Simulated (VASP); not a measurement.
Crystal: Ge.

```
Ge
1.0
     0.00000    2.12674    2.12674
     2.12674    0.00000    2.12674
     2.12674    2.12674    0.00000
Ge
1
Direct
  0.00000 0.00000 0.00000
```

| Property | Result |
| --- | --- |
| Program | VASP 6.6.1 |
| Task | relaxation of cell and atoms |
| Functional | LDA |
| Potentials or basis | VASP PAW LDA potentials, release 64 (Ge_d) |
| Cutoff | 600 eV |
| k mesh | 13 × 13 × 13 |
| Occupations | fermi-dirac, width 0.1 eV |
| Spin | no spin polarisation |

At the start: pressure -3.7 GPa; volume 19.24 Å³/atom.

Task: How do energy, volume and symmetry change on relaxing?

Result: Over 4 steps the energy falls by 13.7 meV/atom and the volume is 18.15 Å³/atom (-5.7 %); space group Fm-3m (No. 225, to 0.05 Å).

Step by step:
| step | energy change (eV) | largest force (eV/Å) | pressure (GPa) | volume (Å³) |
| --- | --- | --- | --- | --- |
| 1 | 0.0000 | 0.0000 | -3.70 | 19.24 |
| 2 | -0.0136 | 0.0000 | 0.30 | 18.03 |
| 3 | -0.0137 | 0.0000 | 0.15 | 18.11 |
| 4 | -0.0137 | 0.0000 | -0.01 | 18.15 |

Final structure:
```
Ge
1.0
     0.00000    2.08571    2.08571
     2.08571    0.00000    2.08571
     2.08571    2.08571    0.00000
Ge
1
Cartesian
  0.0000 0.0000 0.0000
```
